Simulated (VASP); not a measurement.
A run of VASP 6.6.1 is set up as follows.

The input INCAR:

```
SYSTEM = BN
ALGO = Normal
EDIFF = 1E-6
ENCUT = 520
GGA = PE
ISIF = 2
ISMEAR = 0
LASPH = .True.
LCHARG = .True.
LELF = .True.
LREAL = .False.
LVHAR = .True.
LWAVE = .False.
NBANDS = 11
NELM = 100
PREC = Accurate
SIGMA = 0.05
```

File KPOINTS:

```
k-points
0
Gamma
  12 12 12
  0 0 0
```

POSCAR

```
BN
1.0
    0.0000000000      1.7689979965      1.8344892632
    1.8344892632      0.0000000000      1.8344892632
    1.8344892632      1.7689979965      0.0000000000
B N
1 1
Direct
    0.0000000000      0.0000000000      0.0000000000
    0.7500000000      0.7500000000      0.7500000000
```

Potentials or basis: VASP PAW PBE potentials, release 64 (B, N).

The run is started by

```sh
$ cat potpaw_PBE.64/B/POTCAR potpaw_PBE.64/N/POTCAR > POTCAR
$ mpirun -np 1 vasp_std > vasp.out
```

Q: Predict the pressure.

A: 0.2 GPa.

Q: What does it give for the band gap on the k mesh?

A: 3.83 eV, indirect (least direct gap 8.40 eV).

Stress tensor (GPa, compression positive):
```
-6.83  0.00  0.00
 0.00 14.24  0.00
 0.00  0.00 -6.83
```

 A k mesh can miss the band edges.
